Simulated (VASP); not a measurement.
# In (I4/mmm) in VASP: further runs

The runs below take In through single point, with PBEsol, PBE.

Everything below comes from runs of VASP 6.6.1. Logs are shortened: lines on timing, memory, paths and dates and some standing lists are left out, and cuts for length are marked.

### 1 The cell of the first run

Symmetry: I4/mmm, No. 139, tetragonal system. The conventional cell has a = 3.186 Å, b = 3.186 Å, c = 4.947 Å, α = 90.00°, β = 90.00°, γ = 90.00°. Within 4.2 Å of In (site symmetry 4/mmm) lie 12 In at 3.19 to 3.35 Å.

### 2 Single point, PBEsol

INCAR reads:

```
SYSTEM = In
PREC     = Accurate       ! precision mode
ENCUT    = 520            ! plane-wave cutoff, eV
EDIFF    = 1E-6           ! SCF threshold, eV
ISMEAR   = -1             ! smearing method
SIGMA    = 0.05           ! smearing width, eV
LREAL    = .FALSE.        ! projectors in reciprocal space
LASPH    = .TRUE.         ! aspherical terms in the spheres
NELM     = 60             ! most SCF steps
ALGO     = Normal         ! electronic algorithm
ISIF     = 2              ! what is computed and relaxed
LWAVE    = .FALSE.        ! write WAVECAR
LCHARG   = .FALSE.        ! write CHGCAR
GGA      = PS             ! functional
NBANDS   = 12             ! bands
```

KPOINTS reads:

```
regular mesh
0
G
  10 10 10
  0 0 0
```

POSCAR reads:

```
In
1.0
   -1.5929606000      1.5929606000      2.4737000000
    1.5929606000     -1.5929606000      2.4737000000
    1.5929606000      1.5929606000     -2.4737000000
In
1
Direct
    0.0000000000      0.0000000000      0.0000000000
```

Potentials or basis: VASP PAW PBE potentials, release 64 (In_d).

On the command line:

```
$ cat potpaw_PBE.64/In_d/POTCAR > POTCAR
$ mpirun -np 1 vasp_std > vasp.out
```

OUTCAR:

```text
SYSTEM = In
   PREC = Accurate
   ENCUT = 520
   EDIFF = 1E-6
   ISMEAR = -1
   LREAL = .FALSE.
   LASPH = .TRUE.
   NELM = 60
   ISIF = 2
   GGA = PS

 ion  position               nearest neighbor table
   1  0.000  0.000  0.000-

  LATTYP: Found a body centered tetragonal cell.
 ALAT       =     3.1859212000
 C/A-ratio  =     1.5528946541

  Lattice vectors:

 A1 = (  -1.5929606000,   1.5929606000,   2.4737000000)
 A2 = (   1.5929606000,  -1.5929606000,   2.4737000000)
 A3 = (   1.5929606000,   1.5929606000,  -2.4737000000)

Analysis of symmetry for initial positions (statically):
=====================================================================
 Subroutine PRICEL returns:
 Original cell was already a primitive cell.

 Routine SETGRP: Setting up the symmetry group for a
 body centered tetragonal supercell.

 Subroutine GETGRP returns: Found 16 space group operations
 (whereof 16 operations were pure point group operations)
 out of a pool of 16 trial point group operations.

The static configuration has the point symmetry D_4h.

Analysis of symmetry for dynamics (positions and initial velocities):
=====================================================================
 Subroutine PRICEL returns:
 Original cell was already a primitive cell.

 Routine SETGRP: Setting up the symmetry group for a
 body centered tetragonal supercell.

 Subroutine GETGRP returns: Found 16 space group operations
 (whereof 16 operations were pure point group operations)
 out of a pool of 16 trial point group operations.

The dynamic configuration has the point symmetry D_4h.

 Subroutine INISYM returns: Found 16 space group operations
 (whereof 16 operations are pure point group operations),
 and found     1 'primitive' translations

----------------------------------------------------------------------------------------

                                     Primitive cell

  volume of cell :      25.1083

  direct lattice vectors                    reciprocal lattice vectors
    -1.592960600  1.592960600  2.473700000     0.000000000  0.313880959  0.202126369
     1.592960600 -1.592960600  2.473700000     0.313880959  0.000000000  0.202126369
     1.592960600  1.592960600 -2.473700000     0.313880959  0.313880959  0.000000000

  length of vectors
     3.345779227  3.345779227  3.345779227     0.373331388  0.373331388  0.443894708

  position of ions in fractional coordinates (direct lattice)
     0.000000000  0.000000000  0.000000000

  ion indices of the primitive-cell ions
   primitive index   ion index
                 1           1
[... 75 lines left out ...]
   NSW    =      0    number of steps for IOM
   IBRION =     -1    ionic relax: 0-MD 1-quasi-New 2-CG
   NFREE  =      0    steps in history (QN), initial steepest desc. (CG)
   ISIF   =      2    stress and relaxation
   ISYM   =      2    0-nonsym 1-usesym 2-fastsym
   POTIM  = 0.5000    time-step for ionic-motion
   TEBEG  =    0.0;   TEEND  =   0.0 temperature during run
   PSTRESS=    0.0 pullay stress
   NELECT =      13.0000    total number of electrons
   NUPDOWN=      -1.0000    fix difference up-down
   EMIN   =  10.00;   EMAX   =-10.00  energy-range for DOS
   EFERMI =   0.00;   METHOD = LEGACY
   ISMEAR =    -1;   SIGMA  =   0.05  broadening in eV -4-tet -1-fermi 0-gaus
   EFERMI_NEDOS =   21; number of points for ismear=-14 and -15
   IALGO  =     38    algorithm
   IMIX   =      4    mixing-type and parameters
     AMIX     =   0.40;   BMIX     =  1.00
     AMIX_MAG =   1.60;   BMIX_MAG =  1.00
  volume/ion in A,a.u.               =      25.11       169.44
  Fermi-wavevector in a.u.,A,eV,Ry     =   1.314570  2.484176 23.512136  1.728093
  Thomas-Fermi vector in A             =   2.444813
   LORBIT       =      0    0 simple, 1 ext, 2 COOP (PROOUT), +10 PAW based schemes
   GGA     = PS    functional components
   LHFCALC =     F    Hartree Fock is set to
   AEXX    =    0.0000 exact exchange contribution
   IVDW    =     0    specifies the selected vdW correction
   LEPSILON=     F    determine dielectric tensor
   LRPA    =     F    only Hartree local field effects (RPA)
 non-spin polarized calculation
  energy-cutoff  :      520.00
  volume of cell :       25.11
 maximum number of plane-waves:       692
 NGX is ok and might be reduce to    28
   NGX = 13   NGY = 13   NGZ = 13

 number of electron      13.0000000 magnetization

 Free energy of the ion-electron system (eV)
  ---------------------------------------------------
  ext. energy  EPLUGINS =         0.00000000
  ---------------------------------------------------
  free energy    TOTEN  =        -2.98407289 eV

  energy without entropy =       -2.97943125  energy(sigma->0) =       -2.98175207

 E-fermi :   7.8012     XC(G=0): -10.6023

 val. band max:        7.7629985919   @ k =  -0.4000   0.4000   0.2000
 cond. band min:       7.8242157322   @ k =   0.5000   0.4000  -0.0000
 fundamental gap:      0.0612171403
 Fermi energy:         7.8012117506

 k-point     1 :       0.0000    0.0000    0.0000
  band No.  band energies     occupation
      1      -6.8618      2.00000
      2      -6.7140      2.00000
      3      -6.7140      2.00000
      4      -6.6530      2.00000
      5      -6.4967      2.00000
      6      -2.0258      2.00000
      7      18.7228      0.00000
      8      18.7228      0.00000
      9      18.9403      0.00000
     10      19.5384      0.00000
     11      22.1709      0.00000
     12      22.2983      0.00000
[... 331 lines left out ...]
 k-point    24 :       0.4000    0.3000    0.0000
  band No.  band energies     occupation
      1      -6.8648      2.00000
      2      -6.7170      2.00000
      3      -6.5517      2.00000
      4      -6.5443      2.00000
      5      -6.4057      2.00000
      6       5.0462      2.00000
      7       6.3766      2.00000
      8       9.3884      0.00000
      9      12.9907      0.00000
     10      16.2027      0.00000
     11      22.9003      0.00000
     12      24.2346      0.00000

 [... further k-points ...]
[... 5 lines left out ...]
  --------------------------------------------------------------------------------------
  -------------------------------------------------------------------------------------
  Total        0.2380676      0.2380676     -0.1161349      0.0000000      0.0000000      0.0000000
  in kB       15.1912605     15.1912605     -7.4106466      0.0000000      0.0000000      0.0000000
  external PRESSURE =       7.6572915 kB  Pullay stress =       0.0000000 kB

 VOLUME and BASIS-vectors are now :
 -----------------------------------------------------------------------------
  energy-cutoff  :      520.00
  volume of cell :       25.11
      direct lattice vectors                 reciprocal lattice vectors
    -1.592960600  1.592960600  2.473700000     0.000000000  0.313880959  0.202126369
     1.592960600 -1.592960600  2.473700000     0.313880959  0.000000000  0.202126369
     1.592960600  1.592960600 -2.473700000     0.313880959  0.313880959  0.000000000

 POSITION                                       TOTAL-FORCE (eV/Angst)
 -----------------------------------------------------------------------------------
      0.00000      0.00000      0.00000        -0.000000      0.000000     -0.000000
 -----------------------------------------------------------------------------------
    total drift:                               -0.000000     -0.000000     -0.000000

  FREE ENERGIE OF THE ION-ELECTRON SYSTEM (eV)
  ---------------------------------------------------
  free  energy   TOTEN  =        -2.9840728919 eV

  energy  without entropy=       -2.9794312504  energy(sigma->0) =       -2.98175207
```

OSZICAR:

```text
N       E                     dE             d eps       ncg     rms          rms(c)
DAV:   1     0.783237199240E+02    0.78324E+02   -0.62124E+03  2484   0.138E+03
DAV:   2     0.660229806330E+00   -0.77663E+02   -0.75711E+02  2580   0.296E+02
DAV:   3    -0.294511898685E+01   -0.36053E+01   -0.35959E+01  2936   0.639E+01
DAV:   4    -0.302730421587E+01   -0.82185E-01   -0.82130E-01  3092   0.951E+00
DAV:   5    -0.303134890911E+01   -0.40447E-02   -0.40446E-02  3444   0.187E+00    0.250E+00
DAV:   6    -0.299220012028E+01    0.39149E-01   -0.62400E-02  3144   0.525E+00    0.119E+00
DAV:   7    -0.298478170007E+01    0.74184E-02   -0.16369E-02  3296   0.248E+00    0.300E-01
DAV:   8    -0.298406955143E+01    0.71215E-03   -0.95221E-04  3148   0.532E-01    0.258E-02
DAV:   9    -0.298407221089E+01   -0.26595E-05   -0.15503E-05  3524   0.481E-02    0.173E-02
DAV:  10    -0.298407289191E+01   -0.68102E-06   -0.83975E-07  2000   0.141E-02
   1 F= -.29840729E+01 E0= -.29817521E+01  d E =-.464164E-02
```

stdout:

```text
POSCAR found type information on POSCAR In
 POSCAR found :  1 types and       1 ions
 scaLAPACK will be used
 -----------------------------------------------------------------------------
|                                                                             |
|                                                                             |
|     You enforced a specific xc type in the INCAR file but a different       |
|     I HOPE YOU KNOW WHAT YOU ARE DOING!                                     |
|                                                                             |
 -----------------------------------------------------------------------------

 LDA part: xc-table for (Slater+PW92), standard interpolation
 POSCAR, INCAR and KPOINTS ok, starting setup
 FFT: planning ... GRIDC
 FFT: planning ... GRID_SOFT
 FFT: planning ... GRID
 WAVECAR not read
 entering main loop
```

Run time: 22 s. Hardware: 1 thread of Intel Xeon 6975P-C, shared host; peak memory 0.17 GiB.

Results:

| Quantity | Value |
| --- | --- |
| Free energy | -2.9841 eV |
| Pressure | 0.8 GPa |

Caveat: the PAW data sets were made with another functional, which shifts forces and pressure a little; spin-orbit coupling is left out, which moves the levels of the heavy elements.

### 3 Single point, PBEsol

This run uses another cell than the first one, of 25.62 Å³/atom, 1.021 times its volume.

INCAR reads:

```
PREC = Accurate ; ENCUT = 520
EDIFF = 1E-6 ; ISMEAR = -1
SIGMA = 0.05 ; LREAL = False
LASPH = True ; NELM = 60
ALGO = Normal ; ISIF = 2
LWAVE = False ; LCHARG = False
GGA = PS ; NBANDS = 12
```

KPOINTS reads:

```
regular mesh
0
Gamma
  10 10 10
```

POSCAR reads:

```
In
1.0
   -1.6092153000      1.6092153000      2.4737000000
    1.6092153000     -1.6092153000      2.4737000000
    1.6092153000      1.6092153000     -2.4737000000
In
1
Direct
    0.0000000000      0.0000000000      0.0000000000
```

Potentials or basis: VASP PAW PBE potentials, release 64 (In_d).

On the command line:

```
$ cat potpaw_PBE.64/In_d/POTCAR > POTCAR
$ mpirun -np 1 vasp_std > vasp.out
```

OUTCAR:

```text
PREC = Accurate
   ENCUT = 520
   EDIFF = 1E-6
   ISMEAR = -1
   LREAL = False
   LASPH = True
   NELM = 60
   ISIF = 2
   GGA = PS

 ion  position               nearest neighbor table
   1  0.000  0.000  0.000-

  LATTYP: Found a body centered tetragonal cell.
 ALAT       =     3.2184306000
 C/A-ratio  =     1.5372088496

  Lattice vectors:

 A1 = (  -1.6092153000,   1.6092153000,   2.4737000000)
 A2 = (   1.6092153000,  -1.6092153000,   2.4737000000)
 A3 = (   1.6092153000,   1.6092153000,  -2.4737000000)

Analysis of symmetry for initial positions (statically):
=====================================================================
 Subroutine PRICEL returns:
 Original cell was already a primitive cell.

 Routine SETGRP: Setting up the symmetry group for a
 body centered tetragonal supercell.

 Subroutine GETGRP returns: Found 16 space group operations
 (whereof 16 operations were pure point group operations)
 out of a pool of 16 trial point group operations.

The static configuration has the point symmetry D_4h.

Analysis of symmetry for dynamics (positions and initial velocities):
=====================================================================
 Subroutine PRICEL returns:
 Original cell was already a primitive cell.

 Routine SETGRP: Setting up the symmetry group for a
 body centered tetragonal supercell.

 Subroutine GETGRP returns: Found 16 space group operations
 (whereof 16 operations were pure point group operations)
 out of a pool of 16 trial point group operations.

The dynamic configuration has the point symmetry D_4h.

 Subroutine INISYM returns: Found 16 space group operations
 (whereof 16 operations are pure point group operations),
 and found     1 'primitive' translations

----------------------------------------------------------------------------------------

                                     Primitive cell

[... 108 lines left out ...]
     AMIX_MAG =   1.60;   BMIX_MAG =  1.00
  volume/ion in A,a.u.               =      25.62       172.91
  Fermi-wavevector in a.u.,A,eV,Ry     =   1.305702  2.467420 23.196008  1.704859
  Thomas-Fermi vector in A             =   2.436554
   LORBIT       =      0    0 simple, 1 ext, 2 COOP (PROOUT), +10 PAW based schemes
   GGA     = PS    functional components
   LHFCALC =     F    Hartree Fock is set to
   AEXX    =    0.0000 exact exchange contribution
   IVDW    =     0    specifies the selected vdW correction
   LEPSILON=     F    determine dielectric tensor
   LRPA    =     F    only Hartree local field effects (RPA)
 non-spin polarized calculation
  energy-cutoff  :      520.00
  volume of cell :       25.62
 maximum number of plane-waves:       713
 NGX is ok and might be reduce to    28
   NGX = 13   NGY = 13   NGZ = 13

 number of electron      13.0000003 magnetization

 Free energy of the ion-electron system (eV)
  ---------------------------------------------------
  ext. energy  EPLUGINS =         0.00000000
  ---------------------------------------------------
  free energy    TOTEN  =        -2.98803486 eV

  energy without entropy =       -2.98379464  energy(sigma->0) =       -2.98591475

 E-fermi :   7.5546     XC(G=0): -10.5043

 val. band max:        7.4981091539   @ k =  -0.2000   0.3000   0.2000
 cond. band min:       7.5778455614   @ k =  -0.1000  -0.4000   0.1000
 fundamental gap:      0.0797364075
 Fermi energy:         7.5545674332

 k-point     1 :       0.0000    0.0000    0.0000
  band No.  band energies     occupation
      1      -7.0563      2.00000
      2      -6.9330      2.00000
      3      -6.9330      2.00000
      4      -6.8613      2.00000
      5      -6.7284      2.00000
      6      -2.1175      2.00000
      7      18.2996      0.00000
      8      18.2996      0.00000
      9      18.4897      0.00000
     10      19.2399      0.00000
     11      21.7445      0.00000
     12      21.8675      0.00000
[... 331 lines left out ...]
 k-point    24 :       0.4000    0.3000    0.0000
  band No.  band energies     occupation
      1      -7.0697      2.00000
      2      -6.9258      2.00000
      3      -6.7719      2.00000
      4      -6.7651      2.00000
      5      -6.6362      2.00000
      6       4.8040      2.00000
      7       6.1636      2.00000
      8       9.0638      0.00000
      9      12.7575      0.00000
     10      15.8692      0.00000
     11      22.5338      0.00000
     12      23.9970      0.00000

 [... further k-points ...]
[... 5 lines left out ...]
  --------------------------------------------------------------------------------------
  -------------------------------------------------------------------------------------
  Total        0.1279079      0.1279079     -0.3207912      0.0000000      0.0000000      0.0000000
  in kB        7.9978388      7.9978388    -20.0584637      0.0000000      0.0000000      0.0000000
  external PRESSURE =      -1.3542621 kB  Pullay stress =       0.0000000 kB

 VOLUME and BASIS-vectors are now :
 -----------------------------------------------------------------------------
  energy-cutoff  :      520.00
  volume of cell :       25.62
      direct lattice vectors                 reciprocal lattice vectors
    -1.609215300  1.609215300  2.473700000     0.000000000  0.310710444  0.202126369
     1.609215300 -1.609215300  2.473700000     0.310710444  0.000000000  0.202126369
     1.609215300  1.609215300 -2.473700000     0.310710444  0.310710444  0.000000000

 POSITION                                       TOTAL-FORCE (eV/Angst)
 -----------------------------------------------------------------------------------
      0.00000      0.00000      0.00000         0.000000     -0.000000      0.000000
 -----------------------------------------------------------------------------------
    total drift:                               -0.000000     -0.000000     -0.000000

  FREE ENERGIE OF THE ION-ELECTRON SYSTEM (eV)
  ---------------------------------------------------
  free  energy   TOTEN  =        -2.9880348569 eV

  energy  without entropy=       -2.9837946409  energy(sigma->0) =       -2.98591475
```

stdout:

```text
POSCAR found type information on POSCAR In
 POSCAR found :  1 types and       1 ions
 scaLAPACK will be used
 -----------------------------------------------------------------------------
|                                                                             |
|                                                                             |
|     You enforced a specific xc type in the INCAR file but a different       |
|     I HOPE YOU KNOW WHAT YOU ARE DOING!                                     |
|                                                                             |
 -----------------------------------------------------------------------------

 LDA part: xc-table for (Slater+PW92), standard interpolation
 POSCAR, INCAR and KPOINTS ok, starting setup
 FFT: planning ... GRIDC
 FFT: planning ... GRID_SOFT
 FFT: planning ... GRID
 WAVECAR not read
 entering main loop
```

Run time: 26 s. Hardware: 1 thread of Intel Xeon 6975P-C, shared host; peak memory 0.17 GiB.

What came out:

| Item | Value |
| --- | --- |
| Free energy | -2.9880 eV |
| Pressure | -0.1 GPa |

Stress tensor (GPa, compression positive):
```
 0.80  0.00  0.00
 0.00  0.80  0.00
 0.00  0.00 -2.01
```

Caveat: the PAW data sets were made with another functional, which shifts forces and pressure a little; spin-orbit coupling is left out, which moves the levels of the heavy elements.

### 4 Single point, PBEsol

This run uses another cell than the first one, of 18.79 Å³/atom, 0.748 times its volume.

INCAR reads:

```
SYSTEM = In
ALGO = Normal
EDIFF = 1E-6
ENCUT = 520
GGA = PS
ISIF = 2
ISMEAR = -1
LASPH = .True.
LCHARG = .False.
LREAL = .False.
LWAVE = .False.
NBANDS = 12
NELM = 60
PREC = Accurate
SIGMA = 0.05
```

KPOINTS reads:

```
k-points
0
Gamma
  11 11 11
  0 0 0
```

POSCAR reads:

```
In
1.0
   -1.5263107298      1.5263107298      2.0161184617
    1.5263107298     -1.5263107298      2.0161184617
    1.5263107298      1.5263107298     -2.0161184617
In
1
Direct
    0.0000000000      0.0000000000      0.0000000000
```

On the command line:

```
$ cat potpaw_PBE.64/In_d/POTCAR > POTCAR
$ mpirun -np 1 vasp_std > vasp.out
```

Wall time 12 s (1 thread of Intel Xeon Platinum 8488C (Sapphire Rapids), shared host); peak memory 0.15 GiB.

The run converged. Its results:

- Free energy: -2.5254 eV
- Pressure: 30.0 GPa

Levels at points of the mesh, in eV from the Fermi level:
```csv
k point,band 4,band 5,band 6,band 7,band 8,band 9
"(0.00, 0.00, 0.00)",-14.97,-14.78,-12.39,11.93,13.45,13.45
```

Caveat: the PAW data sets were made with another functional, which shifts forces and pressure a little; spin-orbit coupling is left out, which moves the levels of the heavy elements.

[end of part 1 of 2]
